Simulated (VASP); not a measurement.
# Ba (Pm-3m) in VASP: a series of runs, part 2 of 2

VASP 6.6.1. The steps go on from the part before.

## (3) Single point, LDA (52.74 Å³/atom)

This run uses another cell than the first one, of 52.74 Å³/atom.

INCAR reads:

```
SYSTEM = Ba
PREC     = Accurate       ! precision mode
ENCUT    = 520            ! plane-wave cutoff, eV
EDIFF    = 1E-6           ! SCF threshold, eV
ISMEAR   = -1             ! smearing method
SIGMA    = 0.1            ! smearing width, eV
LREAL    = .False.        ! projectors in reciprocal space
LASPH    = .True.         ! aspherical terms in the spheres
NELM     = 60             ! most SCF steps
ALGO     = Normal         ! electronic algorithm
ISIF     = 2              ! what is computed and relaxed
LWAVE    = .False.        ! write WAVECAR
LCHARG   = .True.         ! write CHGCAR
GGA      = CA             ! functional
LELF     = .True.         ! ELF
LVHAR    = .True.       
NBANDS   = 11             ! bands
```

KPOINTS reads:

```
Automatic mesh
0
Gamma
  10 10 10
  0 0 0
```

POSCAR reads:

```
Ba
1.0
    3.7501125687      0.0000000000      0.0000000000
    0.0000000000      3.7501125687      0.0000000000
    0.0000000000      0.0000000000      3.7501125687
Ba
1
Direct
    0.0000000000      0.0000000000      0.0000000000
```

Potentials or basis: VASP PAW LDA potentials, release 64 (Ba_sv).

Started as:

```console
$ cat potpaw_LDA.64/Ba_sv/POTCAR > POTCAR
$ mpirun -np 1 vasp_std > vasp.out
```

OUTCAR:

```text
SYSTEM = Ba
   PREC = Accurate
   ENCUT = 520
   EDIFF = 1E-6
   ISMEAR = -1
   LREAL = .False.
   LASPH = .True.
   NELM = 60
   ISIF = 2
   GGA = CA

 ion  position               nearest neighbor table
   1  0.000  0.000  0.000-

  LATTYP: Found a simple cubic cell.
 ALAT       =     3.7501125687

  Lattice vectors:

 A1 = (   3.7501125687,   0.0000000000,   0.0000000000)
 A2 = (   0.0000000000,   3.7501125687,   0.0000000000)
 A3 = (   0.0000000000,   0.0000000000,   3.7501125687)

[... 514 lines left out ...]
     10       7.0153      0.00000
     11       9.0414      0.00000

 [... further k-points ...]

------------------------ aborting loop because EDIFF is reached ----------------------------------------

  FORCE on cell =-STRESS in cart. coord.  units (eV):
  Direction    XX          YY          ZZ          XY          YZ          ZX
  --------------------------------------------------------------------------------------
  -------------------------------------------------------------------------------------
  Total       -0.0237213     -0.0237213     -0.0237213      0.0000000     -0.0000000      0.0000000
  in kB       -0.7206350     -0.7206350     -0.7206350      0.0000000     -0.0000000      0.0000000
  external PRESSURE =      -0.7206350 kB  Pullay stress =       0.0000000 kB

 VOLUME and BASIS-vectors are now :
 -----------------------------------------------------------------------------
  energy-cutoff  :      520.00
  volume of cell :       52.74
      direct lattice vectors                 reciprocal lattice vectors
     3.750112569  0.000000000  0.000000000     0.266658662  0.000000000  0.000000000
     0.000000000  3.750112569  0.000000000     0.000000000  0.266658662  0.000000000
     0.000000000  0.000000000  3.750112569     0.000000000  0.000000000  0.266658662

 POSITION                                       TOTAL-FORCE (eV/Angst)
 -----------------------------------------------------------------------------------
      0.00000      0.00000      0.00000         0.000000      0.000000      0.000000
 -----------------------------------------------------------------------------------
    total drift:                               -0.000000      0.000000     -0.000000

  FREE ENERGIE OF THE ION-ELECTRON SYSTEM (eV)
  ---------------------------------------------------
  free  energy   TOTEN  =        -1.9776229064 eV

  energy  without entropy=       -1.9372069372  energy(sigma->0) =       -1.95741492
```

stdout:

```text
POSCAR found type information on POSCAR Ba
 POSCAR found :  1 types and       1 ions
 scaLAPACK will be used
 LDA part: xc-table for (Slater(with rela. corr.)+CA(PZ))
 , standard interpolation
 POSCAR, INCAR and KPOINTS ok, starting setup
 FFT: planning ... GRIDC
 FFT: planning ... GRID_SOFT
 FFT: planning ... GRID
 WAVECAR not read
 entering main loop
```

It took 35 s on 1 thread of Intel Xeon 8259CL, shared host; peak memory 0.16 GiB.

What came out:

```
Free energy            : -1.9776 eV
Pressure               : -0.1 GPa
Band gap on the k mesh : zero (bands 5 and 6 overlap by 0.29 eV)
```

Levels at points of the mesh, in eV from the Fermi level:
| k point | band 3 | band 4 | band 5 | band 6 | band 7 | band 8 |
| --- | --- | --- | --- | --- | --- | --- |
| (0.00, 0.00, 0.00) | -13.56 | -13.56 | -2.59 | -0.15 | -0.15 | 5.68 |
| (0.50, 0.00, 0.00) | -13.45 | -13.45 | -0.61 | 0.51 | 1.27 | 2.92 |
| (0.50, 0.50, 0.00) | -14.50 | -13.35 | -1.27 | 0.78 | 3.52 | 3.52 |
| (0.50, 0.50, 0.50) | -14.35 | -14.35 | -0.20 | -0.20 | -0.20 | 4.19 |

Caveat: spin-orbit coupling is left out, which moves the levels of the heavy elements.

## (4) Single point, LDA (54.77 Å³/atom)

This run uses another cell than the first one, of 54.77 Å³/atom.

INCAR reads:

```
SYSTEM = Ba
ALGO     = Normal         ! electronic algorithm
EDIFF    = 1E-6           ! SCF threshold, eV
ENCUT    = 520            ! plane-wave cutoff, eV
ISIF     = 2              ! what is computed and relaxed
ISMEAR   = -1             ! smearing method
LASPH    = .TRUE.         ! aspherical terms in the spheres
LCHARG   = .TRUE.         ! write CHGCAR
LELF     = .TRUE.         ! ELF
LREAL    = .FALSE.        ! projectors in reciprocal space
LVHAR    = .TRUE.       
LWAVE    = .FALSE.        ! write WAVECAR
NBANDS   = 11             ! bands
NELM     = 60             ! most SCF steps
PREC     = Accurate       ! precision mode
SIGMA    = 0.1            ! smearing width, eV
```

KPOINTS reads:

```
k-points
0
G
  10 10 10
  0 0 0
```

POSCAR reads:

```
Ba
1.0
    3.7975873879      0.0000000000      0.0000000000
    0.0000000000      3.7975873879      0.0000000000
    0.0000000000      0.0000000000      3.7975873879
Ba
1
Direct
    0.0000000000      0.0000000000      0.0000000000
```

Started as:

```console
$ cat potpaw_LDA.64/Ba_sv/POTCAR > POTCAR
$ mpirun -np 1 vasp_std > vasp.out
```

It took 24 s on 1 thread of Intel Xeon 8259CL, shared host; peak memory 0.16 GiB.

Results (log left out):

```
Free energy            : -1.9746 eV
Pressure               : -0.4 GPa
Band gap on the k mesh : zero (bands 5 and 6 overlap by 0.24 eV)
```

Levels at points of the mesh, in eV from the Fermi level:
```
           k point  band 2  band 3  band 4  band 5  band 6  band 7  band 8  band 9
(0.00, 0.00, 0.00)  -13.64  -13.64  -13.64   -2.60   -0.12   -0.12    5.48    5.48
(0.50, 0.00, 0.00)  -14.65  -13.55  -13.55   -0.66    0.52    1.17    2.84    2.84
(0.50, 0.50, 0.00)  -14.50  -14.50  -13.45   -1.20    0.73    3.41    3.41    3.95
(0.50, 0.50, 0.50)  -14.36  -14.36  -14.36   -0.16   -0.16   -0.16    4.16    7.43
```

Caveat: spin-orbit coupling is left out, which moves the levels of the heavy elements.

## (5) Single point, LDA (56.80 Å³/atom)

This run uses another cell than the first one, of 56.80 Å³/atom.

INCAR reads:

```
PREC     = Accurate       # precision mode
ENCUT    = 520            # plane-wave cutoff, eV
EDIFF    = 1E-6           # SCF threshold, eV
ISMEAR   = -1             # smearing method
SIGMA    = 0.1            # smearing width, eV
LREAL    = F              # projectors in reciprocal space
LASPH    = T              # aspherical terms in the spheres
NELM     = 60             # most SCF steps
ALGO     = Normal         # electronic algorithm
ISIF     = 2              # what is computed and relaxed
LWAVE    = F              # write WAVECAR
LCHARG   = F              # write CHGCAR
NBANDS   = 11             # bands
```

KPOINTS reads:

```
regular mesh
0
Gamma
  10 10 10
```

POSCAR reads:

```
Ba
1.0
    3.8439039940      0.0000000000      0.0000000000
    0.0000000000      3.8439039940      0.0000000000
    0.0000000000      0.0000000000      3.8439039940
Ba
1
Direct
    0.0000000000      0.0000000000      0.0000000000
```

Started as:

```console
$ cat potpaw_LDA.64/Ba_sv/POTCAR > POTCAR
$ mpirun -np 1 vasp_std > vasp.out
```

Wall time 33 s (1 thread of Intel Xeon 8259CL, shared host); peak memory 0.17 GiB.

It converged, with:

```
Free energy            : -1.9677 eV
Pressure               : -0.7 GPa
Band gap on the k mesh : zero (bands 5 and 6 overlap by 0.20 eV)
```

Levels at points of the mesh, in eV from the Fermi level:
```tsv
k point	band 2	band 3	band 4	band 5	band 6	band 7	band 8	band 9
(0.00, 0.00, 0.00)	-13.72	-13.72	-13.72	-2.60	-0.09	-0.09	5.28	5.28
(0.50, 0.00, 0.00)	-14.64	-13.63	-13.63	-0.70	0.52	1.08	2.77	2.77
(0.50, 0.50, 0.00)	-14.50	-14.50	-13.55	-1.12	0.68	3.31	3.31	3.77
(0.50, 0.50, 0.50)	-14.38	-14.38	-14.38	-0.12	-0.12	-0.12	4.13	7.14
```

Caveat: spin-orbit coupling is left out, which moves the levels of the heavy elements.

## (6) Summary

| cell | gap on the mesh (eV) | pressure (GPa) |
| --- | --- | --- |
| a = 3.701 Å, 1 atom | none | 0.3 |
| a = 3.750 Å, 1 atom | none | -0.1 |
| a = 3.798 Å, 1 atom | none | -0.4 |
| a = 3.844 Å, 1 atom | none | -0.7 |

Alike in all rows: task single point; level LDA; potentials or basis VASP PAW LDA potentials, release 64 (Ba_sv); no spin polarisation; k mesh 10 × 10 × 10; cutoff (eV) 520; smearing fermi-dirac 0.1 eV.

Caveats: spin-orbit coupling is left out, which moves the levels of the heavy elements.

Absolute energies hang on the potentials; compare differences alone.
